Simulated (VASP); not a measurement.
Wanted: the native input for a VASP 6.6.1 run.

| Quantity | Value |
| --- | --- |
| Task | single point |
| Functional | PBE |
| Potentials or basis | VASP PAW PBE potentials, release 64 (W_sv, O) |
| Cutoff | 520 eV |
| k mesh | 10 × 10 × 10 |
| Occupations | gaussian, width 0.02 eV |
| Spin | collinear spin, ferromagnetic start |
| Starting moments | [1.0, 0.0] μB |
| Hubbard terms | W d U = 6.2 eV |
| Dipole correction | no |
| Further INCAR settings | ALGO = Normal; EDIFF = 1e-06; NBANDS = 21 |

The structure of WO lies in POSCAR:

```
WO
1.0
    0.0000000000      2.4128820753      2.4128820753
    2.4128820753      0.0000000000      2.4128820753
    2.4128820753      2.4128820753      0.0000000000
W O
1 1
Direct
    0.0000000000      0.0000000000      0.0000000000
    0.2500000000      0.2500000000      0.2500000000
```

The input as run:

INCAR

```
ALGO     = Normal         # electronic algorithm
EDIFF    = 1E-6           # SCF threshold, eV
ENCUT    = 520            # plane-wave cutoff, eV
GGA      = PE             # functional
ISIF     = 2              # what is computed and relaxed
ISMEAR   = 0              # smearing method
ISPIN    = 2              # spin polarisation
LASPH    = T              # aspherical terms in the spheres
LCHARG   = F              # write CHGCAR
LDAU     = T              # DFT+U
LDAUJ    = 0 0          
LDAUL    = 2 -1           # shell
LDAUPRINT= 1            
LDAUTYPE = 2            
LDAUU    = 6.2 0          # U, eV
LMAXMIX  = 4              # l up to which the mixer works
LORBIT   = 11             # projections on sites
LREAL    = F              # projectors in reciprocal space
LWAVE    = F              # write WAVECAR
MAGMOM   = 1 0            # initial moments
NBANDS   = 21             # bands
NELM     = 150            # most SCF steps
PREC     = Accurate       # precision mode
SIGMA    = 0.02           # smearing width, eV
```

KPOINTS

```
k-points
0
Gamma
  10 10 10
```

Potentials or basis: VASP PAW PBE potentials, release 64 (W_sv, O).

Launch:

```sh
$ cat potpaw_PBE.64/W_sv/POTCAR potpaw_PBE.64/O/POTCAR > POTCAR
$ mpirun -np 1 vasp_std > vasp.out
```

Results of the run:

- Pressure: 5.8 GPa
- Band gap on the k mesh: 0.62 eV, indirect (least direct gap 1.09 eV)
- Net moment: 2.00 μB per cell
- Site moments: W +1.72; O +0.04 μB
- Valence electrons inside the program's atomic spheres: W 11.62; O 5.10

Caveat: spin-orbit coupling is left out, which moves the levels of the heavy elements.

Wall time 45 s on 1 thread of AMD EPYC 9R45 96-Core Processor (Zen 5), on a shared host, peak memory 0.17 GiB.
